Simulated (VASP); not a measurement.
# Al3Au (I4/mmm) in VASP: notebook

Aim: see how the results for Al3Au move with the level of theory and the settings. Levels: LDA, PBE. Tasks: single point.

Everything below comes from runs of VASP 6.6.1. Logs are shortened: lines on timing, memory, paths and dates and some standing lists are left out, and cuts for length are marked.

### 1 The cell of the first run

The structure is tetragonal, space group I4/mmm (No. 139). Conventional cell: a = 4.130 Å, b = 4.130 Å, c = 8.272 Å, α = 90.00°, β = 90.00°, γ = 90.00°. Within 3.8 Å of Au (site symmetry 4/mmm) lie 12 Al at 2.92 Å. Al (site symmetry 4/mmm) has 4 Au at 2.92 Å and 8 Al at 2.92 Å within 3.8 Å. Within 3.8 Å of Al (site symmetry -4m2) lie 8 Al at 2.92 Å and 4 Au at 2.92 Å.

### 2 Single point, LDA

INCAR

```
SYSTEM = Al3Au
ALGO = Normal ; EDIFF = 1E-7
ENCUT = 520 ; ISIF = 2
ISMEAR = -1 ; LASPH = .True.
LCHARG = .False. ; LREAL = .False.
LWAVE = .False. ; NBANDS = 18
NELM = 100 ; PREC = Accurate
SIGMA = 0.05
```

KPOINTS

```
k-points
0
Gamma
  9 9 9
  0 0 0
```

POSCAR

```
Al3Au
1.0
   -2.0650554965      2.0650554965      4.1361613754
    2.0650554965     -2.0650554965      4.1361613754
    2.0650554965      2.0650554965     -4.1361613754
Au Al
1 3
Direct
    0.0000000000      0.0000000000      0.0000000000
    0.5000000000      0.5000000000      0.0000000000
    0.2500000000      0.7500000000      0.5000000000
    0.7500000000      0.2500000000      0.5000000000
```

Potentials or basis: VASP PAW LDA potentials, release 64 (Au, Al).

Run with:

```bash
cat potpaw_LDA.64/Au/POTCAR potpaw_LDA.64/Al/POTCAR > POTCAR
mpirun -np 1 vasp_std > vasp.out
```

OUTCAR:

```text
SYSTEM = Al3Au
   EDIFF = 1E-7
   ENCUT = 520
   ISIF = 2
   ISMEAR = -1
   LASPH = .True.
   LREAL = .False.
   NELM = 100
   PREC = Accurate

 ion  position               nearest neighbor table
   1  0.000  0.000  0.000-   2 2.92   2 2.92   2 2.92   2 2.92   4 2.92   3 2.92   4 2.92   3 2.92
                             4 2.92   4 2.92   3 2.92   3 2.92
   2  0.500  0.500  0.000-   1 2.92   1 2.92   1 2.92   1 2.92   4 2.92   3 2.92   4 2.92   4 2.92
                             3 2.92   3 2.92   4 2.92   3 2.92
   3  0.250  0.750  0.500-   4 2.92   4 2.92   4 2.92   4 2.92   2 2.92   1 2.92   2 2.92   2 2.92
                             1 2.92   1 2.92   2 2.92   1 2.92
   4  0.750  0.250  0.500-   3 2.92   3 2.92   3 2.92   3 2.92   2 2.92   1 2.92   2 2.92   1 2.92
                             2 2.92   2 2.92   1 2.92   1 2.92

  LATTYP: Found a body centered tetragonal cell.
 ALAT       =     4.1301109930
 C/A-ratio  =     2.0029298885

  Lattice vectors:

 A1 = (  -2.0650554965,   2.0650554965,   4.1361613754)
 A2 = (   2.0650554965,  -2.0650554965,   4.1361613754)
 A3 = (   2.0650554965,   2.0650554965,  -4.1361613754)

Analysis of symmetry for initial positions (statically):
=====================================================================
 Subroutine PRICEL returns:
 Original cell was already a primitive cell.

 Routine SETGRP: Setting up the symmetry group for a
 body centered tetragonal supercell.

 Subroutine GETGRP returns: Found 16 space group operations
 (whereof 16 operations were pure point group operations)
 out of a pool of 16 trial point group operations.

The static configuration has the point symmetry D_4h.

Analysis of symmetry for dynamics (positions and initial velocities):
=====================================================================
 Subroutine PRICEL returns:
 Original cell was already a primitive cell.

 Routine SETGRP: Setting up the symmetry group for a
 body centered tetragonal supercell.

 Subroutine GETGRP returns: Found 16 space group operations
 (whereof 16 operations were pure point group operations)
 out of a pool of 16 trial point group operations.

The dynamic configuration has the point symmetry D_4h.

 Subroutine INISYM returns: Found 16 space group operations
 (whereof 16 operations are pure point group operations),
 and found     1 'primitive' translations

----------------------------------------------------------------------------------------

                                     Primitive cell

  volume of cell :      70.5539

  direct lattice vectors                    reciprocal lattice vectors
    -2.065055496  2.065055496  4.136161375     0.000000000  0.242124244  0.120885032
     2.065055496 -2.065055496  4.136161375     0.242124244  0.000000000  0.120885032
     2.065055496  2.065055496 -4.136161375     0.242124244  0.242124244  0.000000000

  length of vectors
     5.063273578  5.063273578  5.063273578     0.270623983  0.270623983  0.342415389

  position of ions in fractional coordinates (direct lattice)
     0.000000000  0.000000000  0.000000000
     0.500000000  0.500000000  0.000000000
     0.250000000  0.750000000  0.500000000
     0.750000000  0.250000000  0.500000000

  ion indices of the primitive-cell ions
   primitive index   ion index
                 1           1
                 2           2
                 3           3
                 4           4

----------------------------------------------------------------------------------------

 KPOINTS: k-points

Automatic generation of k-mesh.
 Grid dimensions read from file:
 generate k-points for:    9    9    9

 Generating k-lattice:

  Cartesian coordinates                     Fractional coordinates (reciprocal lattice)
     0.000000000  0.026902694  0.013431670     0.111111111 -0.000000000  0.000000000
     0.026902694  0.000000000  0.013431670    -0.000000000  0.111111111  0.000000000
     0.026902694  0.026902694  0.000000000     0.000000000  0.000000000  0.111111111

  Length of vectors
     0.030069331  0.030069331  0.038046154

  Shift w.r.t. Gamma in fractional coordinates (k-lattice)
     0.000000000  0.000000000  0.000000000

 Subroutine IBZKPT returns following result:
 ===========================================

 Found     75 irreducible k-points:

 Following reciprocal coordinates:
            Coordinates               Weight
  0.000000  0.000000  0.000000      1.000000
  0.111111 -0.000000  0.000000      8.000000
  0.222222 -0.000000  0.000000      8.000000
  0.333333  0.000000  0.000000      8.000000
  0.444444 -0.000000  0.000000      8.000000
  0.111111  0.111111  0.000000      8.000000
[... 16 lines left out ...]
 -0.333333  0.333333  0.000000      4.000000
  0.444444  0.444444  0.000000      8.000000
 [... further k-points ...]
   k-points           NKPTS =     75   k-points in BZ     NKDIM =     75   number of bands    NBANDS=     18
   number of dos      NEDOS =    301   number of ions     NIONS =      4
   total plane-waves  NPLWV =  64000
   dimension x,y,z NGX =    40 NGY =   40 NGZ =   40
   dimension x,y,z NGXF=    80 NGYF=   80 NGZF=   80
   ions per type =               1   3
   NGX,Y,Z   is equivalent  to a cutoff of  13.13, 13.13, 13.13 a.u.
   NGXF,Y,Z  is equivalent  to a cutoff of  26.27, 26.27, 26.27 a.u.
 SYSTEM =  Al3Au
   PREC   = accura    normal or accurate (medium, high low for compatibility)
   ISTART =      0    job   : 0-new  1-cont  2-samecut
   ICHARG =      2    charge: 1-file 2-atom 10-const
   ISPIN  =      1    spin polarized calculation?
   LNONCOLLINEAR =      F non collinear calculations
   LSORBIT =      F    spin-orbit coupling
   LASPH  =      T    aspherical Exc in radial PAW
   ENCUT  =  520.0 eV  38.22 Ry    6.18 a.u.   9.41  9.41  9.41*2*pi/ulx,y,z
   NELM   =    100;   NELMIN=  2; NELMDL= -5     # of ELM steps
   EDIFF  = 0.1E-06   stopping-criterion for ELM
   LREAL  =      F    real-space projection
   EDIFFG = 0.1E-05   stopping-criterion for IOM
   NSW    =      0    number of steps for IOM
   IBRION =     -1    ionic relax: 0-MD 1-quasi-New 2-CG
   NFREE  =      0    steps in history (QN), initial steepest desc. (CG)
   ISIF   =      2    stress and relaxation
   ISYM   =      2    0-nonsym 1-usesym 2-fastsym
   POTIM  = 0.5000    time-step for ionic-motion
   TEBEG  =    0.0;   TEEND  =   0.0 temperature during run
   PSTRESS=    0.0 pullay stress
   NELECT =      20.0000    total number of electrons
   NUPDOWN=      -1.0000    fix difference up-down
   EMIN   =  10.00;   EMAX   =-10.00  energy-range for DOS
   EFERMI =   0.00;   METHOD = LEGACY
   ISMEAR =    -1;   SIGMA  =   0.05  broadening in eV -4-tet -1-fermi 0-gaus
   EFERMI_NEDOS =   21; number of points for ismear=-14 and -15
   IALGO  =     38    algorithm
   IMIX   =      4    mixing-type and parameters
     AMIX     =   0.40;   BMIX     =  1.00
     AMIX_MAG =   1.60;   BMIX_MAG =  1.00
  volume/ion in A,a.u.               =      17.64       119.03
  Fermi-wavevector in a.u.,A,eV,Ry     =   1.075419  2.032248 15.735503  1.156527
  Thomas-Fermi vector in A             =   2.211275
   LORBIT       =      0    0 simple, 1 ext, 2 COOP (PROOUT), +10 PAW based schemes
   GGA     = CA    functional components
   LHFCALC =     F    Hartree Fock is set to
   AEXX    =    0.0000 exact exchange contribution
   IVDW    =     0    specifies the selected vdW correction
   LEPSILON=     F    determine dielectric tensor
   LRPA    =     F    only Hartree local field effects (RPA)
 non-spin polarized calculation
  energy-cutoff  :      520.00
  volume of cell :       70.55
 maximum number of plane-waves:      1919
 NGX is ok and might be reduce to    40
   NGX = 19   NGY = 19   NGZ = 19

 number of electron      20.0000002 magnetization

 Free energy of the ion-electron system (eV)
  ---------------------------------------------------
  ext. energy  EPLUGINS =         0.00000000
  ---------------------------------------------------
  free energy    TOTEN  =       -17.36093837 eV

  energy without entropy =      -17.34920815  energy(sigma->0) =      -17.35507326

 E-fermi :   7.8750     XC(G=0): -10.7694

 val. band max:        7.8356053063   @ k =  -0.4444   0.1111  -0.0000
 cond. band min:       7.8970695273   @ k =   0.2222  -0.0000   0.0000
 fundamental gap:      0.0614642210
 Fermi energy:         7.8749832124

 k-point     1 :       0.0000    0.0000    0.0000
  band No.  band energies     occupation
      1      -2.8573      2.00000
      2       2.1569      2.00000
      3       2.1857      2.00000
      4       2.3855      2.00000
      5       2.3855      2.00000
      6       2.8408      2.00000
[... 10 lines left out ...]
     17      13.8787      0.00000
     18      13.8787      0.00000

 k-point     2 :       0.1111   -0.0000    0.0000
  band No.  band energies     occupation
      1      -2.7149      2.00000
      2       2.1590      2.00000
      3       2.1617      2.00000
      4       2.3110      2.00000
      5       2.4163      2.00000
      6       2.7876      2.00000
[... 10 lines left out ...]
     17      12.7961      0.00000
     18      13.4352      0.00000

 k-point     3 :       0.2222   -0.0000    0.0000
  band No.  band energies     occupation
      1      -2.2922      2.00000
      2       1.8311      2.00000
      3       2.1253      2.00000
      4       2.4356      2.00000
      5       2.4830      2.00000
      6       2.6745      2.00000
[... 10 lines left out ...]
     17      12.4119      0.00000
     18      14.1268      0.00000

 k-point     4 :       0.3333    0.0000    0.0000
  band No.  band energies     occupation
      1      -1.6055      2.00000
      2       1.2835      2.00000
      3       1.9991      2.00000
      4       2.4597      2.00000
      5       2.6334      2.00000
      6       2.6617      2.00000
[... 10 lines left out ...]
     17      13.9214      0.00000
     18      15.1779      0.00000

 k-point     5 :       0.4444   -0.0000    0.0000
  band No.  band energies     occupation
      1      -0.7041      2.00000
      2       0.4049      2.00000
      3       1.8207      2.00000
      4       2.3897      2.00000
      5       2.6937      2.00000
      6       2.7170      2.00000
[... 10 lines left out ...]
     17      13.9891      0.00000
     18      14.2528      0.00000

 k-point     6 :       0.1111    0.1111    0.0000
  band No.  band energies     occupation
      1      -2.5169      2.00000
      2       2.0594      2.00000
      3       2.1259      2.00000
      4       2.3321      2.00000
      5       2.4395      2.00000
      6       2.7303      2.00000
[... 10 lines left out ...]
     17      12.2348      0.00000
     18      14.4832      0.00000

 k-point     7 :       0.2222    0.1111    0.0000
  band No.  band energies     occupation
      1      -2.0427      2.00000
      2       1.7657      2.00000
      3       2.0574      2.00000
      4       2.3872      2.00000
      5       2.5302      2.00000
      6       2.6447      2.00000
[... 10 lines left out ...]
     17      13.9475      0.00000
     18      14.7045      0.00000

 k-point     8 :       0.3333    0.1111    0.0000
  band No.  band energies     occupation
      1      -1.3134      2.00000
      2       1.2118      2.00000
      3       1.9441      2.00000
      4       2.3231      2.00000
      5       2.6407      2.00000
      6       2.6986      2.00000
[... 10 lines left out ...]
     17      13.6770      0.00000
     18      14.4084      0.00000
[... 229 lines left out ...]
     17      14.0546      0.00000
     18      15.5316      0.00000

 k-point    20 :       0.3333    0.3333    0.0000
  band No.  band energies     occupation
      1      -0.0469      2.00000
      2       1.1320      2.00000
      3       1.6937      2.00000
      4       2.1918      2.00000
      5       2.5810      2.00000
      6       2.6026      2.00000
[... 10 lines left out ...]
     17      14.5359      0.00000
     18      15.3515      0.00000

 k-point    21 :       0.4444    0.3333    0.0000
  band No.  band energies     occupation
      1       0.5402      2.00000
      2       0.7641      2.00000
      3       1.6453      2.00000
      4       2.3646      2.00000
      5       2.5516      2.00000
      6       2.7764      2.00000
[... 10 lines left out ...]
     17      16.2936      0.00000
     18      16.3730      0.00000

 k-point    22 :      -0.4444    0.3333   -0.0000
  band No.  band energies     occupation
      1      -0.1990      2.00000
      2       1.2585      2.00000
      3       1.6815      2.00000
      4       2.3957      2.00000
      5       2.6556      2.00000
      6       2.9260      2.00000
[... 10 lines left out ...]
     17      15.6819      0.00000
     18      17.3610      0.00000

 k-point    23 :      -0.3333    0.3333    0.0000
  band No.  band energies     occupation
      1      -0.8971      2.00000
      2       1.5108      2.00000
      3       1.8860      2.00000
      4       2.2762      2.00000
      5       2.6818      2.00000
      6       2.6898      2.00000
[... 10 lines left out ...]
     17      14.6516      0.00000
     18      16.0300      0.00000

 k-point    24 :       0.4444    0.4444    0.0000
  band No.  band energies     occupation
      1       0.6103      2.00000
      2       1.1609      2.00000
      3       1.7149      2.00000
      4       2.3303      2.00000
      5       2.5185      2.00000
      6       3.1577      2.00000
[... 10 lines left out ...]
     17      16.9004      0.00000
     18      17.9708      0.00000

 [... further k-points ...]

------------------------ aborting loop because EDIFF is reached ----------------------------------------

  FORCE on cell =-STRESS in cart. coord.  units (eV):
  Direction    XX          YY          ZZ          XY          YZ          ZX
  --------------------------------------------------------------------------------------
  -------------------------------------------------------------------------------------
  Total       -3.9233815     -3.9233815     -4.0940545      0.0000000      0.0000000      0.0000000
  in kB      -89.0943577    -89.0943577    -92.9700954      0.0000000      0.0000000      0.0000000
  external PRESSURE =     -90.3862702 kB  Pullay stress =       0.0000000 kB

 VOLUME and BASIS-vectors are now :
 -----------------------------------------------------------------------------
  energy-cutoff  :      520.00
  volume of cell :       70.55
      direct lattice vectors                 reciprocal lattice vectors
    -2.065055496  2.065055496  4.136161375     0.000000000  0.242124244  0.120885032
     2.065055496 -2.065055496  4.136161375     0.242124244  0.000000000  0.120885032
     2.065055496  2.065055496 -4.136161375     0.242124244  0.242124244  0.000000000

 POSITION                                       TOTAL-FORCE (eV/Angst)
 -----------------------------------------------------------------------------------
      0.00000      0.00000      0.00000         0.000000      0.000000      0.000000
      0.00000      0.00000      4.13616         0.000000      0.000000      0.000000
      2.06506     -0.00000      2.06808        -0.000000     -0.000000     -0.000000
     -0.00000      2.06506      2.06808         0.000000      0.000000      0.000000
 -----------------------------------------------------------------------------------
    total drift:                               -0.000000     -0.000000      0.000000

  FREE ENERGIE OF THE ION-ELECTRON SYSTEM (eV)
  ---------------------------------------------------
  free  energy   TOTEN  =       -17.3609383734 eV

  energy  without entropy=      -17.3492081524  energy(sigma->0) =      -17.35507326
```

Run time: 2.7 min. Hardware: 1 thread of Intel Xeon 8259CL, shared host; peak memory 0.25 GiB.

Results:

```
Free energy            : -17.3609 eV
Pressure               : -9.0 GPa
Band gap on the k mesh : zero (bands 10 and 11 overlap by 3.25 eV)
```

Stress tensor (GPa, compression positive):
```
-8.91  0.00  0.00
 0.00 -8.91  0.00
 0.00  0.00 -9.30
```

Caveat: the cell stands under tension; spin-orbit coupling is left out, which moves the levels of the heavy elements.

### 3 Single point, PBE

INCAR

```
SYSTEM = Al3Au
PREC = Accurate
ENCUT = 520
EDIFF = 1E-6
ISMEAR = -1
SIGMA = 0.05
LREAL = .FALSE.
LASPH = .TRUE.
NELM = 80
ALGO = Normal
ISIF = 2
LWAVE = .FALSE.
LCHARG = .FALSE.
GGA = PE
NBANDS = 18
```

KPOINTS

```
Automatic mesh
0
G
  9 9 9
  0 0 0
```

POSCAR is that of step 2.

Potentials or basis: VASP PAW PBE potentials, release 64 (Au, Al).

Run with:

```bash
cat potpaw_PBE.64/Au/POTCAR potpaw_PBE.64/Al/POTCAR > POTCAR
mpirun -np 1 vasp_std > vasp.out
```

Run time: 2.4 min. Hardware: 1 thread of Intel Xeon 8259CL, shared host; peak memory 0.29 GiB.

The run converged. Its results:

```
Free energy            : -14.8963 eV
Pressure               : -4.6 GPa
Band gap on the k mesh : zero (bands 10 and 11 overlap by 3.22 eV)
```

Stress tensor (GPa, compression positive):
```
-4.48  0.00  0.00
 0.00 -4.48  0.00
 0.00  0.00 -4.78
```

Levels at points of the mesh, in eV from the Fermi level:
```
           k point  band 7  band 8  band 9  band 10  band 11  band 12  band 13  band 14
(0.00, 0.00, 0.00)   -2.44    0.14    0.14     0.25     0.47     0.77     0.77     1.02
```

Caveat: the cell stands under tension; spin-orbit coupling is left out, which moves the levels of the heavy elements.
